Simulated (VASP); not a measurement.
Cd6Te:

```xyz
7
Lattice="5.1600 0.0000 0.0000 -2.5800 4.4687 0.0000 0.0000 0.0000 7.4000" Properties=species:S:1:pos:R:3 pbc="T T T"
Cd    1.7201    2.9793    2.2940
Cd    1.7198    0.0000    2.2940
Cd   -1.7201    2.9793    5.1060
Cd   -0.8599    1.4894    2.2940
Cd    3.4402    0.0000    5.1060
Cd    0.8599    1.4894    5.1060
Te    0.0000    0.0000    0.0000
```

```yaml
Program: VASP 6.6.1
Task: relaxation of cell and atoms
Functional: PBE
Potentials_or_basis: VASP PAW PBE potentials, release 64 (Cd, Te)
Cutoff: 600 eV
k_mesh: 4 × 4 × 2
Occupations: gaussian, width 0.2 eV
Spin: no spin polarisation
```

At the start: pressure 6.3 GPa; volume 24.38 Å³/atom.

Q: How do energy, volume and symmetry change on relaxing?

A: Over 9 steps the energy falls by 94.2 meV/atom and the volume is 27.29 Å³/atom (+11.9 %); space group P-31m (No. 162, to 0.1 Å) before and after.

The path:
```tsv
step	energy change (eV)	largest force (eV/Å)	pressure (GPa)	volume (Å³)
1	0.0000	0.9124	6.26	170.63
2	-0.5314	0.3491	-0.74	195.20
3	-0.5318	0.3602	-0.59	194.35
4	-0.5758	0.2865	-0.35	192.60
5	-0.6190	0.1559	0.37	188.73
6	-0.6413	0.1239	0.10	190.27
7	-0.6559	0.0904	-0.25	192.92
8	-0.6560	0.0890	-0.23	192.72
9	-0.6597	0.0458	0.16	191.01
```

Final structure:
```xyz
7
Lattice="5.3309 0.0000 0.0000 -2.6654 4.6167 0.0000 0.0000 0.0000 7.7611" Properties=species:S:1:pos:R:3 pbc="T T T"
Cd    1.7599    3.0482    2.5469
Cd    1.8112    0.0000    2.5469
Cd   -1.7599    3.0482    5.2143
Cd    4.4253    1.5685    2.5469
Cd    3.5197    0.0000    5.2143
Cd    0.9056    1.5685    5.2143
Te    0.0000    0.0000    0.0000
```

Caveat: the k points lie up to 0.40 Å⁻¹ apart in the final cell, too coarse for converged energies and pressures of a metal; the relaxation stopped at a loose force limit of 0.08 eV/Å, so its end isn't a converged minimum.
